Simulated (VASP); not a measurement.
AlNi3: single point with PBEsol

The system is AlNi3.

```
CELL_PARAMETERS angstrom
0.00000 2.79841 2.79841
2.79841 0.00000 2.79841
2.79841 2.79841 0.00000
ATOMIC_POSITIONS crystal
Al 0.50000 0.50000 0.50000
Ni 0.25000 0.25000 0.25000
Ni 0.90352 0.90352 0.09648
Ni 0.75000 0.75000 0.75000
```

This cell differs from its parent crystal: atom 3 (Ni) moved +0.540 Å towards its neighbour atom 1 (Al) at 2.798 Å.

- Program: VASP 6.6.1
- Task: single point
- Functional: PBEsol
- Potentials or basis: VASP PAW PBE potentials, release 64 (Al, Ni)
- Cutoff: 520 eV
- k mesh: 14 × 14 × 14
- Occupations: gaussian, width 0.15 eV
- Spin: no spin polarisation

```yaml
Pressure: 18.0 GPa
Largest_force: 5.560 eV/Å
Band_gap_on_the_k_mesh: zero (an odd number of electrons rules out a gap without spin polarisation)
```

Forces in eV/Å, atoms in the order of the input:
```
Al   0.000  0.000 -1.679
Ni   0.000  0.000 -1.940
Ni   0.000  0.000  5.560
Ni   0.000  0.000 -1.940
```

Stress tensor (GPa, compression positive):
```
20.69  0.00  0.00
 0.00 20.69  0.00
 0.00  0.00 12.70
```

Levels at points of the mesh, in eV from the Fermi level:
| k point | band 13 | band 14 | band 15 | band 16 | band 17 | band 18 | band 19 | band 20 |
| --- | --- | --- | --- | --- | --- | --- | --- | --- |
| (0.00, 0.00, 0.00) | -0.70 | -0.67 | -0.60 | -0.35 | 4.51 | 4.51 | 4.86 | 5.97 |
| (0.50, 0.00, 0.00) | -1.21 | -0.97 | -0.41 | -0.27 | -0.08 | 3.94 | 3.98 | 4.92 |
| (0.50, 0.50, 0.00) | -1.26 | -1.14 | -1.14 | -0.81 | -0.70 | -0.41 | 0.01 | 4.31 |
| (0.00, 0.50, 0.50) | -0.71 | -0.71 | -0.22 | -0.20 | -0.07 | -0.06 | 0.15 | 3.78 |

It took 2.6 min on 1 thread of Intel(R) Xeon(R) 6975P-C (Granite Rapids) (shared host), peak memory 0.33 GiB.

Caveat: the cell differs from its parent crystal (atom 3 (Ni) moved +0.540 Å towards its neighbour atom 1 (Al) at 2.798 Å); the stress differs along the axes, from 13 to 21 GPa; the PAW data sets were made with another functional, which shifts forces and pressure a little. Spin polarisation is off, so any magnetic state and its effect on volume and gap are missing.
